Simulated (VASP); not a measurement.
# Cu (Ia-3) in VASP: a series of runs, part 3 of 3

VASP 6.6.1. Earlier steps stand in the parts before.

## 5. Single point, PBE

This run uses another cell than the first one, of 16.04 Å³/atom, 1.268 times its volume.

INCAR reads:

```
PREC     = Accurate       # precision mode
ENCUT    = 520            # plane-wave cutoff, eV
EDIFF    = 1E-6           # SCF threshold, eV
ISMEAR   = 0              # smearing method
SIGMA    = 0.1            # smearing width, eV
LREAL    = F              # projectors in reciprocal space
LASPH    = T              # aspherical terms in the spheres
NELM     = 60             # most SCF steps
ALGO     = Fast           # electronic algorithm
ISIF     = 2              # what is computed and relaxed
LWAVE    = F              # write WAVECAR
LCHARG   = F              # write CHGCAR
GGA      = PE             # functional
NBANDS   = 54             # bands
```

KPOINTS reads:

```
Automatic mesh
0
Gamma
  8 8 8
```

POSCAR reads:

```
Cu
1.0
   -3.1771342830      3.1771342830      3.1771342830
    3.1771342830     -3.1771342830      3.1771342830
    3.1771342830      3.1771342830     -3.1771342830
Cu
8
Direct
    0.2228722412      0.2228722412      0.2228722412
    0.5000000000      0.0000000000      0.2771277588
    0.2771277588      0.5000000000      0.0000000000
    0.0000000000      0.2771277588      0.5000000000
    0.7771277588      0.7771277588      0.7771277588
    0.5000000000      0.0000000000      0.7228722412
    0.7228722412      0.5000000000      0.0000000000
    0.0000000000      0.7228722412      0.5000000000
```

Potentials or basis: VASP PAW PBE potentials, release 64 (Cu).

Run with:

```sh
cat potpaw_PBE.64/Cu/POTCAR > POTCAR
mpirun -np 1 vasp_std > vasp.out
```

OUTCAR:

```text
PREC = Accurate
   ENCUT = 520
   EDIFF = 1E-6
   ISMEAR = 0
   LREAL = F
   LASPH = T
   NELM = 60
   ISIF = 2
   GGA = PE

 ion  position               nearest neighbor table
   1  0.223  0.223  0.223-   2 2.26   3 2.26   4 2.26   5 2.45
   2  0.500  0.000  0.277-   1 2.26   4 2.26   3 2.26   6 2.45
   3  0.277  0.500  0.000-   1 2.26   2 2.26   4 2.26   7 2.45
   4  0.000  0.277  0.500-   1 2.26   3 2.26   2 2.26   8 2.45
   5  0.777  0.777  0.777-   6 2.26   7 2.26   8 2.26   1 2.45
   6  0.500  0.000  0.723-   5 2.26   7 2.26   8 2.26   2 2.45
   7  0.723  0.500  0.000-   5 2.26   8 2.26   6 2.26   3 2.45
   8  0.000  0.723  0.500-   5 2.26   6 2.26   7 2.26   4 2.45

  LATTYP: Found a body centered cubic cell.
 ALAT       =     6.3542685660

  Lattice vectors:

 A1 = (  -3.1771342830,   3.1771342830,   3.1771342830)
 A2 = (   3.1771342830,  -3.1771342830,   3.1771342830)
 A3 = (   3.1771342830,   3.1771342830,  -3.1771342830)

Analysis of symmetry for initial positions (statically):
=====================================================================
 Subroutine PRICEL returns:
 Original cell was already a primitive cell.

 Routine SETGRP: Setting up the symmetry group for a
 body centered cubic supercell.

 Subroutine GETGRP returns: Found 24 space group operations
 (whereof  6 operations were pure point group operations)
 out of a pool of 48 trial point group operations.

The static configuration has the point symmetry S_6 .
 The point group associated with its full space group is T_h .

Analysis of symmetry for dynamics (positions and initial velocities):
=====================================================================
 Subroutine PRICEL returns:
 Original cell was already a primitive cell.

 Routine SETGRP: Setting up the symmetry group for a
 body centered cubic supercell.

 Subroutine GETGRP returns: Found 24 space group operations
[... 141 lines left out ...]
   GGA     = PE    functional components
   LHFCALC =     F    Hartree Fock is set to
   AEXX    =    0.0000 exact exchange contribution
   IVDW    =     0    specifies the selected vdW correction
   LEPSILON=     F    determine dielectric tensor
   LRPA    =     F    only Hartree local field effects (RPA)
 non-spin polarized calculation
 RMM-DIIS sequential band-by-band and
 Gauss-broadening in eV      SIGMA  =   0.10
  energy-cutoff  :      520.00
  volume of cell :      128.28
 maximum number of plane-waves:      3484
 NGX is ok and might be reduce to    42
   NGX = 21   NGY = 21   NGZ = 21

 number of electron      87.9999957 magnetization

 Free energy of the ion-electron system (eV)
  ---------------------------------------------------
  ext. energy  EPLUGINS =         0.00000000
  ---------------------------------------------------
  free energy    TOTEN  =       -23.26848246 eV

  energy without entropy =      -23.25901406  energy(sigma->0) =      -23.26374826

 E-fermi :   4.3985     XC(G=0): -10.8980

 val. band max:        4.3507944622   @ k =  -0.3750   0.3750   0.3750
 cond. band min:       4.4176111048   @ k =   0.2500   0.0000   0.0000
 fundamental gap:      0.0668166427
 Fermi energy:         4.3985282160

 k-point     1 :       0.0000    0.0000    0.0000
  band No.  band energies     occupation
      1      -2.9117      2.00000
      2       0.6856      2.00000
      3       0.6856      2.00000
      4       0.8079      2.00000
      5       0.8079      2.00000
      6       0.8079      2.00000
[... 1357 lines left out ...]
     53      10.8339      0.00000
     54      11.0320      0.00000

 [... further k-points ...]

------------------------ aborting loop because EDIFF is reached ----------------------------------------

  FORCE on cell =-STRESS in cart. coord.  units (eV):
  Direction    XX          YY          ZZ          XY          YZ          ZX
  --------------------------------------------------------------------------------------
  -------------------------------------------------------------------------------------
  Total        1.6432198      1.6432198      1.6432198     -0.0000000      0.0000000      0.0000000
  in kB       20.5229388     20.5229388     20.5229388     -0.0000000      0.0000000      0.0000000
  external PRESSURE =      20.5229388 kB  Pullay stress =       0.0000000 kB

 VOLUME and BASIS-vectors are now :
 -----------------------------------------------------------------------------
  energy-cutoff  :      520.00
  volume of cell :      128.28
      direct lattice vectors                 reciprocal lattice vectors
    -3.177134283  3.177134283  3.177134283     0.000000000  0.157374525  0.157374525
     3.177134283 -3.177134283  3.177134283     0.157374525  0.000000000  0.157374525
     3.177134283  3.177134283 -3.177134283     0.157374525  0.157374525  0.000000000

 POSITION                                       TOTAL-FORCE (eV/Angst)
 -----------------------------------------------------------------------------------
      0.70810      0.70810      0.70810         0.005793      0.005793      0.005793
     -0.70810      2.46904      0.70810        -0.005793     -0.005793      0.005793
      0.70810     -0.70810      2.46904         0.005793     -0.005793     -0.005793
      2.46904      0.70810     -0.70810        -0.005793      0.005793     -0.005793
      2.46904      2.46904      2.46904        -0.005793     -0.005793     -0.005793
      0.70810      3.88523     -0.70810         0.005793      0.005793     -0.005793
     -0.70810      0.70810      3.88523        -0.005793      0.005793      0.005793
      3.88523     -0.70810      0.70810         0.005793     -0.005793      0.005793
 -----------------------------------------------------------------------------------
    total drift:                                0.000000      0.000000      0.000000

  FREE ENERGIE OF THE ION-ELECTRON SYSTEM (eV)
  ---------------------------------------------------
  free  energy   TOTEN  =       -23.2684824634 eV

  energy  without entropy=      -23.2590140621  energy(sigma->0) =      -23.26374826
```

OSZICAR:

```text
N       E                     dE             d eps       ncg     rms          rms(c)
DAV:   1     0.790635742478E+03    0.79064E+03   -0.38051E+04  3780   0.265E+03
DAV:   2     0.771972094718E+02   -0.71344E+03   -0.69882E+03  3780   0.480E+02
DAV:   3    -0.242408914634E+02   -0.10144E+03   -0.93197E+02  3960   0.226E+02
DAV:   4    -0.283178711977E+02   -0.40770E+01   -0.40347E+01  4268   0.635E+01
DAV:   5    -0.283792444293E+02   -0.61373E-01   -0.61347E-01  4620   0.795E+00    0.189E+01
RMM:   6    -0.257804300487E+02    0.25988E+01   -0.65884E+01  3897   0.921E+01    0.114E+01
RMM:   7    -0.232423947811E+02    0.25380E+01   -0.15255E+01  3803   0.498E+01    0.145E+00
RMM:   8    -0.232543186177E+02   -0.11924E-01   -0.51134E-01  4143   0.525E+00    0.584E-01
RMM:   9    -0.232652825580E+02   -0.10964E-01   -0.15279E-01  4255   0.196E+00    0.313E-01
RMM:  10    -0.232694380804E+02   -0.41555E-02   -0.74387E-02  4022   0.336E+00    0.448E-01
RMM:  11    -0.232675692001E+02    0.18689E-02   -0.34170E-02  4036   0.164E+00    0.129E-01
RMM:  12    -0.232685323764E+02   -0.96318E-03   -0.11131E-02  4702   0.582E-01    0.932E-02
RMM:  13    -0.232686863716E+02   -0.15400E-03   -0.18458E-03  5179   0.186E-01    0.116E-01
RMM:  14    -0.232685384665E+02    0.14791E-03   -0.12825E-04  4037   0.921E-02    0.707E-02
RMM:  15    -0.232684827598E+02    0.55707E-04   -0.11591E-04  4070   0.599E-02    0.398E-02
RMM:  16    -0.232684820609E+02    0.69887E-06   -0.32758E-05  4093   0.315E-02    0.381E-02
RMM:  17    -0.232684824634E+02   -0.40255E-06   -0.42085E-06  2948   0.148E-02
   1 F= -.23268482E+02 E0= -.23263748E+02  d E =-.946840E-02
```

stdout:

```text
POSCAR found type information on POSCAR Cu
 POSCAR found :  1 types and       8 ions
 scaLAPACK will be used
 LDA part: xc-table for (Slater+PW92), standard interpolation
 POSCAR, INCAR and KPOINTS ok, starting setup
 FFT: planning ... GRIDC
 FFT: planning ... GRID_SOFT
 FFT: planning ... GRID
 WAVECAR not read
 entering main loop
```

Run time: 3.4 min. Hardware: 1 thread of Intel Xeon Platinum 8488C (Sapphire Rapids), shared host; peak memory 0.34 GiB.

What came out:

```yaml
Free_energy: -23.2685 eV
Pressure: 2.1 GPa
Largest_force: 0.010 eV/Å
Band_gap_on_the_k_mesh: zero (band 44 reaches 5.66 eV, above the bottom of band 45 at 3.34 eV)
```

Forces on the atoms (eV/Å):
```
Cu   0.006  0.006  0.006
Cu  -0.006 -0.006  0.006
Cu   0.006 -0.006 -0.006
Cu  -0.006  0.006 -0.006
Cu  -0.006 -0.006 -0.006
Cu   0.006  0.006 -0.006
Cu  -0.006  0.006  0.006
Cu   0.006 -0.006  0.006
```

Levels at points of the mesh, in eV from the Fermi level:
| k point | band 41 | band 42 | band 43 | band 44 | band 45 | band 46 | band 47 | band 48 |
| --- | --- | --- | --- | --- | --- | --- | --- | --- |
| (0.00, 0.00, 0.00) | -1.23 | 1.26 | 1.26 | 1.26 | 1.28 | 1.52 | 1.52 | 1.61 |
| (0.50, 0.00, 0.00) | -1.30 | -1.30 | -0.64 | -0.64 | 0.31 | 0.31 | 3.12 | 3.12 |
| (0.50, 0.50, 0.50) | -1.27 | -1.26 | -1.26 | -1.06 | -1.06 | -1.06 | 4.61 | 4.62 |

## 6. Single point, PBE

This run uses another cell than the first one, of 16.00 Å³/atom, 1.265 times its volume.

INCAR reads:

```
PREC = Accurate
ENCUT = 700
EDIFF = 1E-6
ISMEAR = 0
SIGMA = 0.1
LREAL = F
LASPH = T
NELM = 120
ALGO = Normal
ISIF = 2
LWAVE = F
LCHARG = F
GGA = PE
NBANDS = 86
GGA_COMPAT = F
```

KPOINTS reads:

```
Automatic mesh
0
Gamma
  4 4 4
```

POSCAR reads:

```
Cu
1.0
   -3.1745307260      3.1745307260      3.1745307260
    3.1745307260     -3.1745307260      3.1745307260
    3.1745307260      3.1745307260     -3.1745307260
Cu
8
Direct
    0.2216866700      0.2216866700      0.2216866700
    0.5000000000      0.0000000000      0.2783133300
    0.2783133300      0.5000000000      0.0000000000
    0.0000000000      0.2783133300      0.5000000000
    0.7783133300      0.7783133300      0.7783133300
    0.5000000000      0.0000000000      0.7216866700
    0.7216866700      0.5000000000      0.0000000000
    0.0000000000      0.7216866700      0.5000000000
```

Potentials or basis: VASP PAW PBE potentials, release 64 (Cu_sv_GW).

Run with:

```sh
cat potpaw_PBE.64/Cu_sv_GW/POTCAR > POTCAR
mpirun -np 1 vasp_std > vasp.out
```

Run time: 3.2 min. Hardware: 1 thread of Intel Xeon Platinum 8488C (Sapphire Rapids), shared host; peak memory 0.37 GiB.

The run converged. Its results:

```
Free energy            : -23.6076 eV
Pressure               : -3.5 GPa
Largest force          : 0.004 eV/Å
Band gap on the k mesh : zero (band 76 reaches 5.66 eV, above the bottom of band 77 at 3.38 eV)
```

Forces in eV/Å, atoms in the order of the input:
```
Cu  -0.002 -0.002 -0.002
Cu   0.002  0.002 -0.002
Cu  -0.002  0.002  0.002
Cu   0.002 -0.002  0.002
Cu   0.002  0.002  0.002
Cu  -0.002 -0.002  0.002
Cu   0.002 -0.002 -0.002
Cu  -0.002  0.002 -0.002
```

Levels at points of the mesh, in eV from the Fermi level:
| k point | band 72 | band 73 | band 74 | band 75 | band 76 | band 77 | band 78 | band 79 | band 80 | band 81 |
| --- | --- | --- | --- | --- | --- | --- | --- | --- | --- | --- |
| (0.00, 0.00, 0.00) | -1.27 | -1.27 | 1.17 | 1.17 | 1.17 | 1.19 | 1.43 | 1.43 | 1.52 | 1.52 |
| (0.50, 0.00, 0.00) | -1.42 | -1.35 | -1.35 | -0.72 | -0.72 | 0.24 | 0.24 | 3.02 | 3.02 | 3.22 |
| (0.50, 0.50, 0.50) | -1.32 | -1.32 | -1.31 | -1.31 | -1.11 | -1.11 | -1.11 | 4.49 | 4.51 | 4.51 |

## 7. Summary

| task | potentials or basis | cell | k mesh | cutoff (eV) | second run | gap on the mesh (eV) | pressure (GPa) | largest force (eV/Å) |
| --- | --- | --- | --- | --- | --- | --- | --- | --- |
| single point | VASP PAW PBE potentials, release 64 (Cu) | a = 5.085 Å, angles 109.5°, 8 atoms | 4 × 4 × 4 | 520 | - | none | 37.5 | 1.86 |
| single point | VASP PAW PBE potentials, release 64 (Cu) | a = 5.498 Å, angles 109.5°, 8 atoms | 4 × 4 × 4 | 520 | - | none | 2.3 | - |
| relaxation of cell and atoms | VASP PAW PBE potentials, release 64 (Cu) | relaxed from a = 5.085 Å, angles 109.5°, 8 atoms | 4 × 4 × 4 | 600 | - | none | -0.1 | 0.01 |
| single point | VASP PAW PBE potentials, release 64 (Cu) | a = 5.503 Å, angles 109.5°, 8 atoms | 8 × 8 × 8 | 520 | - | none | 2.1 | 0.01 |
| single point | VASP PAW PBE potentials, release 64 (Cu_sv_GW) | a = 5.498 Å, angles 109.5°, 8 atoms | 4 × 4 × 4 | 700 | valence_matched | none | -3.5 | - |

Alike in all rows: level PBE; no spin polarisation; smearing gaussian 0.1 eV.

Caveats: some runs use coarse meshes; forces of over 1 eV/Å act on the atoms, so gaps and moduli don't describe the material at rest (some runs); the volume moved by over 15 % at a fixed basis, so the end points are rough (some runs).

Absolute energies hang on the potentials; compare differences alone.
